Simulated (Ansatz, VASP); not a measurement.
**Pd in VASP and in Ansatz**

Contents of POSCAR:

```
Pd
1.0
    2.8638055460      0.0000000000      0.0000000000
   -1.4319027730      2.4801283544      0.0000000000
    0.0000000000      0.0000000000      9.4598800995
Pd
4
Direct
    0.0000000000      0.0000000000      0.0000000000
    0.0000000000      0.0000000000      0.5000000000
    0.3333333333      0.6666666667      0.2500000000
    0.6666666667      0.3333333333      0.7500000000
```

The input INCAR.step1:

```
SYSTEM = Pd
ALGO     = Normal         ! electronic algorithm
EDIFF    = 1E-4           ! SCF threshold, eV
ENCUT    = 520            ! plane-wave cutoff, eV
GGA      = PE             ! functional
ISMEAR   = -1             ! smearing method
ISPIN    = 2              ! spin polarisation
LASPH    = .True.         ! aspherical terms in the spheres
LCHARG   = .False.        ! write CHGCAR
LMAXMIX  = 4              ! l up to which the mixer works
LREAL    = .False.        ! projectors in reciprocal space
LWAVE    = .True.         ! write WAVECAR
MAGMOM   = 0.438 0.438 0.453 0.453 ! initial moments
NBANDS   = 32             ! bands
NELM     = 150            ! most SCF steps
PREC     = Accurate       ! precision mode
SIGMA    = 0.05           ! smearing width, eV
```

The input INCAR.step2:

```
SYSTEM = Pd
ALGO     = Normal         ! electronic algorithm
EDIFF    = 1E-6           ! SCF threshold, eV
ENCUT    = 520            ! plane-wave cutoff, eV
ISIF     = 2              ! what is computed and relaxed
ISMEAR   = -1             ! smearing method
ISPIN    = 2              ! spin polarisation
ISTART   = 1            
LASPH    = .True.         ! aspherical terms in the spheres
LCHARG   = .True.         ! write CHGCAR
LELF     = .True.         ! ELF
LMAXMIX  = 4              ! l up to which the mixer works
LMIXTAU  = .True.       
LORBIT   = 11             ! projections on sites
LREAL    = .False.        ! projectors in reciprocal space
LVHAR    = .True.       
LWAVE    = .False.        ! write WAVECAR
MAGMOM   = 0.438 0.438 0.453 0.453 ! initial moments
METAGGA  = R2SCAN         ! meta-GGA
NBANDS   = 32             ! bands
NELM     = 150            ! most SCF steps
PREC     = Accurate       ! precision mode
SIGMA    = 0.05           ! smearing width, eV
```

KPOINTS

```
k-points
0
Gamma
  15 15 4
  0 0 0
```

Input for Ansatz:

```yaml
crystal:
  lattice:
    - [2.863805546, 0.0, 0.0]
    - [-1.431902773, 2.4801283544, 0.0]
    - [0.0, 0.0, 9.4598800995]
  atoms:
    - { symbol: Pd, position: [0.0, 0.0, 0.0], spin: 0.438 }
    - { symbol: Pd, position: [0.0, 0.0, 0.5], spin: 0.438 }
    - { symbol: Pd, position: [0.3333333333, 0.6666666667, 0.25], spin: 0.453 }
    - { symbol: Pd, position: [0.6666666667, 0.3333333333, 0.75], spin: 0.453 }
hamiltonian:
  xc: r2scan
  pseudopotentials:
    kind: paw
    azcp:
      Pd: "pseudopotentials/Pd.paw.azcp"
basis:
  ecutwfc: 500
  fft_grid_basis: typed
kpoints:
  mp_grid: { grid: [15, 15, 4], shift: [0, 0, 0] }
magnetization:
  spin_polarized: true
scf:
  occupations: { method: fermi_dirac, width: 0.05 }
  lower_state_search: "off"
output:
  stress: true
  write_density: true
  write_potential: true
  elf: true
  volumetric_format: npy
```

Alike in both runs: task single point; functional r2SCAN; k mesh 15 × 15 × 4; occupations fermi-dirac, width 0.05 eV; collinear spin.

```csv
,VASP,Ansatz
version,VASP 6.6.1,Ansatz 0.2.0
potentials or method,"VASP PAW PBE potentials, release 64 (Pd), cutoff 520 eV","plane waves (500 eV) with PAW, scalar-relativistic"
valence electrons in the cell,40,72
```

|  | VASP | Ansatz | Ansatz less VASP |
| --- | --- | --- | --- |
| pressure (GPa) | -14.8 | -15.1 | -0.23 |
| traceless stress, the component that is largest in VASP (GPa) | 0.05 | 0.07 | +0.018 |
| net moment per atom (μB) | 0.41 | 0.41 | -0.002 |
| size of the moment on the site where the two differ most (μB) | 0.43 | 0.44 | +0.011 |

VASP's potentials were made for PBE, not for r2SCAN. Site moments also hang on the region over which each program counts them. VASP's potentials hold 40 valence electrons a cell and Ansatz's 72, so a difference there can come from the potentials and not from the codes. Ansatz's warnings: stability check not made.
